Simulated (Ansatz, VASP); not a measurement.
**One calculation of In2GaP3, two programs**

The input POSCAR:

```
In2GaP3
1.0
    4.0705851220      0.0000000000      0.0000000000
   -2.0352925610      3.5252301239      0.0000000000
    0.0000000000      0.0000000000      9.9997414636
Ga In P
1 2 3
Direct
    0.0000000000      0.0000000000      0.0009124437
    0.6666666667      0.3333333333      0.6736664641
    0.3333333333      0.6666666667      0.3274886961
    0.6666666667      0.3333333333      0.9295554591
    0.3333333333      0.6666666667      0.5818573306
    0.0000000000      0.0000000000      0.2365196066
```

INCAR.step1

```
SYSTEM = In2GaP3
PREC = Accurate ; ENCUT = 520
ISMEAR = 0 ; SIGMA = 0.01
LREAL = .False. ; LASPH = .True.
NELM = 100 ; NBANDS = 36
GGA = PE ; ALGO = Normal
EDIFF = 1E-4 ; LWAVE = .True.
LCHARG = .False.
```

File INCAR.step2:

```
SYSTEM = In2GaP3
PREC = Accurate ; ENCUT = 520
EDIFF = 1E-6 ; ISMEAR = 0
SIGMA = 0.01 ; LREAL = .False.
LASPH = .True. ; NELM = 100
ALGO = Normal ; ISIF = 2
LWAVE = .False. ; LCHARG = .True.
METAGGA = R2SCAN ; LMIXTAU = .True.
LELF = .True. ; LVHAR = .True.
NBANDS = 36 ; ISTART = 1
```

File KPOINTS:

```
regular mesh
0
Gamma
  12 12 4
  0 0 0
```

Input for Ansatz:

```yaml
crystal:
  lattice:
    - [4.070585122, 0.0, 0.0]
    - [-2.035292561, 3.5252301239, 0.0]
    - [0.0, 0.0, 9.9997414636]
  atoms:
    - { symbol: Ga, position: [0.0, 0.0, 0.0009124437] }
    - { symbol: In, position: [0.6666666667, 0.3333333333, 0.6736664641] }
    - { symbol: In, position: [0.3333333333, 0.6666666667, 0.3274886961] }
    - { symbol: P, position: [0.6666666667, 0.3333333333, 0.9295554591] }
    - { symbol: P, position: [0.3333333333, 0.6666666667, 0.5818573306] }
    - { symbol: P, position: [0.0, 0.0, 0.2365196066] }
kpoints:
  mp_grid: { grid: [12, 12, 4] }
  band_path:
    path:
      - [0.0, 0.0, 0.0]
      - [0.5, 0.0, 0.0]
      - [0.3333333333, 0.3333333333, 0.0]
      - [0.0, 0.0, 0.5]
      - [0.5, 0.0, 0.5]
      - [0.3333333333, 0.3333333333, 0.5]
    npoints: 1
hamiltonian:
  xc: r2scan
scf:
  occupations: { method: fixed }
  n_extra_bands: 5
output:
  forces: true
  stress: true
  eigenvalues: true
```

Alike in both runs: task single point; functional r2SCAN; k mesh 12 × 12 × 4; no spin polarisation.

|  | VASP | Ansatz |
| --- | --- | --- |
| version | VASP 6.6.1 | Ansatz 0.2.0 |
| potentials or method | VASP PAW PBE potentials, release 64 (Ga_d, In_d, P) | plane waves, PAW |
| plane-wave cutoff (eV) | 520 | 500 |
| occupations | gaussian, width 0.01 eV | fixed |
| valence electrons in the cell | 54 | 54 |

VASP gave:

| Item | Value |
| --- | --- |
| gap on the k mesh at the Fermi level (eV) | 0.94 |
| pressure (GPa) | -0.1 |
| traceless stress, the component that is largest in VASP (GPa) | 0.06 |
| rms of the force components (eV/Å) | 0.004 |

Q: What did Ansatz give for the same quantities?

A: gap on the k mesh at the Fermi level (eV): 0.95; pressure (GPa): 0.0; traceless stress, the component that is largest in VASP (GPa): 0.08; rms of the force components (eV/Å): 0.001.

VASP's potentials were made for PBE, not for r2SCAN. Atom by atom the forces differ by 0.004 eV/Å (rms over components).
